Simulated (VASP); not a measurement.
Input of a VASP 6.6.1 run:

Contents of INCAR:

```
SYSTEM = Y4I
ALGO = Normal
EDIFF = 1E-7
ENCUT = 520
GGA = PE
ISIF = 2
ISMEAR = 0
LASPH = .True.
LCHARG = .True.
LELF = .True.
LREAL = .False.
LVHAR = .True.
LWAVE = .False.
NBANDS = 34
NELM = 60
PREC = Accurate
SIGMA = 0.1
```

KPOINTS

```
k-points
0
Gamma
  4 4 4
  0 0 0
```

File POSCAR:

```
Y4I
1.0
    5.8185974288      0.0000000000      0.0000000000
    0.0000000000      5.8185974288      0.0000000000
    0.0000000000      0.0000000000      5.8185974288
Y I
4 1
Direct
    0.2886048218      0.2886048218      0.2886048218
    0.7113951782      0.7113951782      0.2886048218
    0.2886048218      0.7113951782      0.7113951782
    0.7113951782      0.2886048218      0.7113951782
    0.0000000000      0.0000000000      0.0000000000
```

Potentials or basis: VASP PAW PBE potentials, release 64 (Y_sv, I).

Launch:

```bash
$ cat potpaw_PBE.64/Y_sv/POTCAR potpaw_PBE.64/I/POTCAR > POTCAR
$ mpirun -np 1 vasp_std > vasp.out
```

Task: Estimate the largest force.

Result: 0.004 eV/Å.

Task: Predict the pressure.

Result: 0.2 GPa.

Task: Predict the band gap on the k mesh.

Result: Zero (an odd number of electrons rules out a gap without spin polarisation).

Forces in eV/Å, atoms in the order of the input:
```
Y   -0.002 -0.002 -0.002
Y    0.002  0.002 -0.002
Y   -0.002  0.002  0.002
Y    0.002 -0.002  0.002
I    0.000  0.000  0.000
```

Caveat: spin-orbit coupling is left out, which moves the levels of the heavy elements; an odd number of electrons without spin polarisation forces a metal; a magnetic or distorted state may lie lower.
